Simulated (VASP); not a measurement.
# Nb3Te8Mo (P-6m2) in VASP: further runs

Runs on Nb3Te8Mo. Level: PBE. Tasks: single point, relaxation of cell and atoms.

All numbers are computed with VASP 6.6.1; they aren't measurements. Logs are shortened: lines on timing, memory, paths and dates and some standing lists are left out, and cuts for length are marked.

## (1) The cell of the first run

The structure is hexagonal, space group P-6m2 (No. 187). The conventional cell has a = 3.656 Å, b = 3.656 Å, c = 29.275 Å, α = 90.00°, β = 90.00°, γ = 120.00°. Nb (site symmetry 3m) has 6 Te at 2.81 Å and 6 Nb at 3.66 Å within 3.7 Å. Within 3.7 Å of Nb (site symmetry -6m2) lie 6 Te at 2.81 Å and 6 Nb at 3.66 Å. Te (site symmetry 3m) has 3 Nb at 2.81 Å and 7 Te at 3.66 to 3.71 Å within 3.8 Å. Within 3.7 Å of Te (site symmetry 3m) lie 3 Mo at 2.76 Å and 7 Te at 3.54 to 3.66 Å. Te (site symmetry 3m) has 3 Nb at 2.81 Å and 7 Te at 3.66 to 3.71 Å within 3.8 Å. Te (site symmetry 3m) has 3 Nb at 2.81 Å and 7 Te at 3.66 to 3.71 Å within 3.8 Å. Mo (site symmetry -6m2) has 6 Te at 2.76 Å and 6 Mo at 3.66 Å within 3.7 Å.

## (2) Single point, PBE

Input file INCAR:

```
PREC = Accurate ; ENCUT = 520
EDIFF = 1E-6 ; ISMEAR = 0
SIGMA = 0.2 ; LREAL = False
LASPH = True ; NELM = 80
ALGO = Normal ; ISIF = 2
LWAVE = False ; LCHARG = True
GGA = PE ; LELF = True
LVHAR = True ; NBANDS = 62
```

Input file KPOINTS:

```
regular mesh
0
Gamma
  6 6 1
```

Input file POSCAR:

```
Nb3Te8Mo
1.0
    3.6555854082      0.0000000000      0.0000000000
   -1.8277927041      3.1658298292      0.0000000000
    0.0000000000      0.0000000000     29.2752964234
Nb Te Mo
3 8 1
Direct
    0.3333333333      0.6666666667      0.7486977782
    0.3333333333      0.6666666667      0.2513022218
    0.6666666667      0.3333333333      0.0000000000
    0.3333333333      0.6666666667      0.9365897251
    0.3333333333      0.6666666667      0.4394681340
    0.6666666667      0.3333333333      0.6853683257
    0.6666666667      0.3333333333      0.1879033949
    0.3333333333      0.6666666667      0.0634102749
    0.3333333333      0.6666666667      0.5605318660
    0.6666666667      0.3333333333      0.8120966051
    0.6666666667      0.3333333333      0.3146316743
    0.6666666667      0.3333333333      0.5000000000
```

Potentials or basis: VASP PAW PBE potentials, release 64 (Nb_sv, Te, Mo_sv).

Started as:

```
cat potpaw_PBE.64/Nb_sv/POTCAR potpaw_PBE.64/Te/POTCAR potpaw_PBE.64/Mo_sv/POTCAR > POTCAR
mpirun -np 1 vasp_std > vasp.out
```

OUTCAR:

```text
PREC = Accurate
   ENCUT = 520
   EDIFF = 1E-6
   ISMEAR = 0
   LREAL = False
   LASPH = True
   NELM = 80
   ISIF = 2
   GGA = PE

 ion  position               nearest neighbor table
   1  0.333  0.667  0.749-   6 2.81   6 2.81   6 2.81  10 2.81  10 2.81  10 2.81
   2  0.333  0.667  0.251-  11 2.81  11 2.81  11 2.81   7 2.81   7 2.81   7 2.81
   3  0.667  0.333  0.000-   4 2.81   8 2.81   4 2.81   8 2.81   4 2.81   8 2.81
   4  0.333  0.667  0.937-   3 2.81   3 2.81   3 2.81
   5  0.333  0.667  0.439-  12 2.76  12 2.76  12 2.76   9 3.54
   6  0.667  0.333  0.685-   1 2.81   1 2.81   1 2.81
   7  0.667  0.333  0.188-   2 2.81   2 2.81   2 2.81
   8  0.333  0.667  0.063-   3 2.81   3 2.81   3 2.81
   9  0.333  0.667  0.561-  12 2.76  12 2.76  12 2.76   5 3.54
  10  0.667  0.333  0.812-   1 2.81   1 2.81   1 2.81
  11  0.667  0.333  0.315-   2 2.81   2 2.81   2 2.81
  12  0.667  0.333  0.500-   5 2.76   9 2.76   5 2.76   9 2.76   5 2.76   9 2.76

  LATTYP: Found a hexagonal cell.
 ALAT       =     3.6555854082
 C/A-ratio  =     8.0083743517

  Lattice vectors:

 A1 = (   3.6555854082,   0.0000000000,   0.0000000000)
 A2 = (  -1.8277927041,   3.1658298292,   0.0000000000)
 A3 = (   0.0000000000,   0.0000000000,  29.2752964234)

Analysis of symmetry for initial positions (statically):
=====================================================================
 Subroutine PRICEL returns:
 Original cell was already a primitive cell.

 Routine SETGRP: Setting up the symmetry group for a
 hexagonal supercell.

 Subroutine GETGRP returns: Found 12 space group operations
 (whereof 12 operations were pure point group operations)
 out of a pool of 24 trial point group operations.

The static configuration has the point symmetry D_3h.

Analysis of symmetry for dynamics (positions and initial velocities):
=====================================================================
 Subroutine PRICEL returns:
 Original cell was already a primitive cell.

 Routine SETGRP: Setting up the symmetry group for a
 hexagonal supercell.

 Subroutine GETGRP returns: Found 12 space group operations
 (whereof 12 operations were pure point group operations)
 out of a pool of 24 trial point group operations.

The dynamic configuration has the point symmetry D_3h.

 Subroutine INISYM returns: Found 12 space group operations
 (whereof 12 operations are pure point group operations),
 and found     1 'primitive' translations

----------------------------------------------------------------------------------------

                                     Primitive cell

  volume of cell :     338.8019

  direct lattice vectors                    reciprocal lattice vectors
     3.655585408  0.000000000  0.000000000     0.273553997  0.157936474  0.000000000
    -1.827792704  3.165829829  0.000000000     0.000000000  0.315872948  0.000000000
     0.000000000  0.000000000 29.275296423     0.000000000  0.000000000  0.034158493

  length of vectors
     3.655585408  3.655585408 29.275296423     0.315872948  0.315872948  0.034158493

  position of ions in fractional coordinates (direct lattice)
     0.333333333  0.666666667  0.748697778
     0.333333333  0.666666667  0.251302222
     0.666666667  0.333333333  0.000000000
     0.333333333  0.666666667  0.936589725
     0.333333333  0.666666667  0.439468134
     0.666666667  0.333333333  0.685368326
     0.666666667  0.333333333  0.187903395
     0.333333333  0.666666667  0.063410275
     0.333333333  0.666666667  0.560531866
     0.666666667  0.333333333  0.812096605
     0.666666667  0.333333333  0.314631674
     0.666666667  0.333333333  0.500000000

  ion indices of the primitive-cell ions
   primitive index   ion index
                 1           1
                 2           2
                 3           3
                 4           4
                 5           5
                 6           6
                 7           7
                 8           8
                 9           9
                10          10
                11          11
                12          12

----------------------------------------------------------------------------------------

 KPOINTS: regular mesh

Automatic generation of k-mesh.
 Grid dimensions read from file:
 generate k-points for:    6    6    1

 Generating k-lattice:

  Cartesian coordinates                     Fractional coordinates (reciprocal lattice)
     0.045592333  0.026322746  0.000000000     0.166666667  0.000000000  0.000000000
     0.000000000  0.052645491  0.000000000     0.000000000  0.166666667  0.000000000
     0.000000000  0.000000000  0.034158493     0.000000000  0.000000000  1.000000000

  Length of vectors
     0.052645491  0.052645491  0.034158493

  Shift w.r.t. Gamma in fractional coordinates (k-lattice)
     0.000000000  0.000000000  0.000000000

 Subroutine IBZKPT returns following result:
 ===========================================

 Found      7 irreducible k-points:

 Following reciprocal coordinates:
            Coordinates               Weight
  0.000000  0.000000  0.000000      1.000000
  0.166667  0.000000  0.000000      6.000000
  0.333333  0.000000  0.000000      6.000000
  0.500000  0.000000  0.000000      3.000000
  0.166667  0.166667  0.000000      6.000000
  0.333333  0.166667  0.000000     12.000000
  0.333333  0.333333  0.000000      2.000000
   k-points           NKPTS =      7   k-points in BZ     NKDIM =      7   number of bands    NBANDS=     62
   number of dos      NEDOS =    301   number of ions     NIONS =     12
   total plane-waves  NPLWV = 175616
   dimension x,y,z NGX =    28 NGY =   28 NGZ =  224
   dimension x,y,z NGXF=    56 NGYF=   56 NGZF=  448
   ions per type =               3   8   1
   NGX,Y,Z   is equivalent  to a cutoff of  12.73, 12.73, 12.72 a.u.
   NGXF,Y,Z  is equivalent  to a cutoff of  25.47, 25.47, 25.44 a.u.
 SYSTEM =  unknown system
   PREC   = accura    normal or accurate (medium, high low for compatibility)
   ISTART =      0    job   : 0-new  1-cont  2-samecut
   ICHARG =      2    charge: 1-file 2-atom 10-const
   ISPIN  =      1    spin polarized calculation?
   LNONCOLLINEAR =      F non collinear calculations
   LSORBIT =      F    spin-orbit coupling
   LASPH  =      T    aspherical Exc in radial PAW
   ENCUT  =  520.0 eV  38.22 Ry    6.18 a.u.   6.80  6.80 54.43*2*pi/ulx,y,z
   NELM   =     80;   NELMIN=  2; NELMDL= -5     # of ELM steps
   EDIFF  = 0.1E-05   stopping-criterion for ELM
   LREAL  =      F    real-space projection
[... 7 lines left out ...]
   TEBEG  =    0.0;   TEEND  =   0.0 temperature during run
   PSTRESS=    0.0 pullay stress
   NELECT =     101.0000    total number of electrons
   NUPDOWN=      -1.0000    fix difference up-down
   EMIN   =  10.00;   EMAX   =-10.00  energy-range for DOS
   EFERMI =   0.00;   METHOD = LEGACY
   ISMEAR =     0;   SIGMA  =   0.20  broadening in eV -4-tet -1-fermi 0-gaus
   EFERMI_NEDOS =   21; number of points for ismear=-14 and -15
   IALGO  =     38    algorithm
   IMIX   =      4    mixing-type and parameters
     AMIX     =   0.40;   BMIX     =  1.00
     AMIX_MAG =   1.60;   BMIX_MAG =  1.00
  volume/ion in A,a.u.               =      28.23       190.53
  Fermi-wavevector in a.u.,A,eV,Ry     =   1.093621  2.066643 16.272650  1.196006
  Thomas-Fermi vector in A             =   2.229910
   LORBIT       =      0    0 simple, 1 ext, 2 COOP (PROOUT), +10 PAW based schemes
   GGA     = PE    functional components
   LHFCALC =     F    Hartree Fock is set to
   AEXX    =    0.0000 exact exchange contribution
   IVDW    =     0    specifies the selected vdW correction
   LEPSILON=     F    determine dielectric tensor
   LRPA    =     F    only Hartree local field effects (RPA)
 non-spin polarized calculation
 Gauss-broadening in eV      SIGMA  =   0.20
  energy-cutoff  :      520.00
  volume of cell :      338.80
 maximum number of plane-waves:      9153
 NGX is ok and might be reduce to    28
   NGX = 13   NGY = 13   NGZ =109

 number of electron     100.9999997 magnetization

 Free energy of the ion-electron system (eV)
  ---------------------------------------------------
  ext. energy  EPLUGINS =         0.00000000
  ---------------------------------------------------
  free energy    TOTEN  =       -71.53088311 eV

  energy without entropy =      -71.35133294  energy(sigma->0) =      -71.44110802

 E-fermi :   6.7604     XC(G=0):  -9.8055

 val. band max:        6.7313376330   @ k =   0.1667   0.0000   0.0000
 cond. band min:       6.8111896214   @ k =   0.3333   0.1667   0.0000
 fundamental gap:      0.0798519885
 Fermi energy:         6.7603989572

 k-point     1 :       0.0000    0.0000    0.0000
  band No.  band energies     occupation
      1     -54.2192      2.00000
      2     -48.1960      2.00000
      3     -48.1960      2.00000
      4     -48.1930      2.00000
      5     -28.3177      2.00000
      6     -28.2821      2.00000
[... 54 lines left out ...]
     61       9.8319      0.00000
     62       9.9267      0.00000

 k-point     2 :       0.1667    0.0000    0.0000
  band No.  band energies     occupation
      1     -54.2178      2.00000
      2     -48.1935      2.00000
      3     -48.1935      2.00000
      4     -48.1905      2.00000
      5     -28.3130      2.00000
      6     -28.3035      2.00000
[... 54 lines left out ...]
     61       9.4108      0.00000
     62       9.4402      0.00000

 k-point     3 :       0.3333    0.0000    0.0000
  band No.  band energies     occupation
      1     -54.2150      2.00000
      2     -48.1884      2.00000
      3     -48.1884      2.00000
      4     -48.1854      2.00000
      5     -28.3459      2.00000
      6     -28.3037      2.00000
[... 249 lines left out ...]
     61       9.2252      0.00000
     62       9.4356      0.00000

 k-point     7 :       0.3333    0.3333    0.0000
  band No.  band energies     occupation
      1     -54.2129      2.00000
      2     -48.1846      2.00000
      3     -48.1846      2.00000
      4     -48.1816      2.00000
      5     -28.3475      2.00000
      6     -28.3347      2.00000
[... 54 lines left out ...]
     61       9.5030      0.00000
     62       9.6798      0.00000

------------------------ aborting loop because EDIFF is reached ----------------------------------------

  FORCE on cell =-STRESS in cart. coord.  units (eV):
  Direction    XX          YY          ZZ          XY          YZ          ZX
  --------------------------------------------------------------------------------------
  -------------------------------------------------------------------------------------
  Total       -0.0965827     -0.0965827     -0.1222471      0.0000000      0.0000000     -0.0000000
  in kB       -0.4567349     -0.4567349     -0.5781006      0.0000000      0.0000000     -0.0000000
  external PRESSURE =      -0.4971901 kB  Pullay stress =       0.0000000 kB

 VOLUME and BASIS-vectors are now :
 -----------------------------------------------------------------------------
  energy-cutoff  :      520.00
  volume of cell :      338.80
      direct lattice vectors                 reciprocal lattice vectors
     3.655585408  0.000000000  0.000000000     0.273553997  0.157936474  0.000000000
    -1.827792704  3.165829829  0.000000000     0.000000000  0.315872948  0.000000000
     0.000000000  0.000000000 29.275296423     0.000000000  0.000000000  0.034158493

 POSITION                                       TOTAL-FORCE (eV/Angst)
 -----------------------------------------------------------------------------------
     -0.00000      2.11055     21.91835         0.000000     -0.000000      0.026825
     -0.00000      2.11055      7.35695         0.000000      0.000000     -0.026825
      1.82779      1.05528      0.00000        -0.000000      0.000000      0.000000
     -0.00000      2.11055     27.41894         0.000000     -0.000000      0.018290
     -0.00000      2.11055     12.86556         0.000000     -0.000000     -0.016166
      1.82779      1.05528     20.06436        -0.000000     -0.000000      0.002454
      1.82779      1.05528      5.50093         0.000000     -0.000000      0.025062
     -0.00000      2.11055      1.85635         0.000000     -0.000000     -0.018290
     -0.00000      2.11055     16.40974         0.000000     -0.000000      0.016166
      1.82779      1.05528     23.77437         0.000000     -0.000000     -0.025062
      1.82779      1.05528      9.21094        -0.000000     -0.000000     -0.002454
      1.82779      1.05528     14.63765        -0.000000     -0.000000      0.000000
 -----------------------------------------------------------------------------------
    total drift:                               -0.000000      0.000000     -0.000000

  FREE ENERGIE OF THE ION-ELECTRON SYSTEM (eV)
  ---------------------------------------------------
  free  energy   TOTEN  =       -71.5308831068 eV

  energy  without entropy=      -71.3513329361  energy(sigma->0) =      -71.44110802
```

Run time: 3.5 min. Hardware: 1 thread of Intel Xeon 6975P-C (Granite Rapids), shared host; peak memory 0.49 GiB.

What came out:

| Item | Value |
| --- | --- |
| Free energy | -71.5309 eV |
| Pressure | 0.0 GPa |
| Largest force | 0.027 eV/Å |
| Band gap on the k mesh | zero (an odd number of electrons rules out a gap without spin polarisation) |

Forces on the atoms (eV/Å):
```
Nb   0.000  0.000  0.027
Nb   0.000  0.000 -0.027
Nb   0.000  0.000  0.000
Te   0.000  0.000  0.018
Te   0.000  0.000 -0.016
Te   0.000  0.000  0.002
Te   0.000  0.000  0.025
Te   0.000  0.000 -0.018
Te   0.000  0.000  0.016
Te   0.000  0.000 -0.025
Te   0.000  0.000 -0.002
Mo   0.000  0.000  0.000
```

Levels at points of the mesh, in eV from the Fermi level:
| k point | band 46 | band 47 | band 48 | band 49 | band 50 | band 51 | band 52 | band 53 | band 54 | band 55 |
| --- | --- | --- | --- | --- | --- | --- | --- | --- | --- | --- |
| (0.00, 0.00, 0.00) | -0.40 | -0.39 | -0.39 | -0.34 | 0.20 | 0.47 | 0.60 | 2.54 | 2.54 | 2.81 |
| (0.50, 0.00, 0.00) | -0.80 | -0.43 | -0.38 | -0.36 | -0.34 | -0.30 | -0.22 | 0.96 | 1.30 | 2.07 |

Caveat: spin-orbit coupling is left out, which moves the levels of the heavy elements; this functional lacks dispersion, which binds layers or chains, so the pressure and a relaxed spacing across them are unreliable; an odd number of electrons without spin polarisation forces a metal; a magnetic or distorted state may lie lower.

(Part 1 of 2 ends here.)

The gap in the log of VASP goes by the Fermi energy; the results here count the filled bands.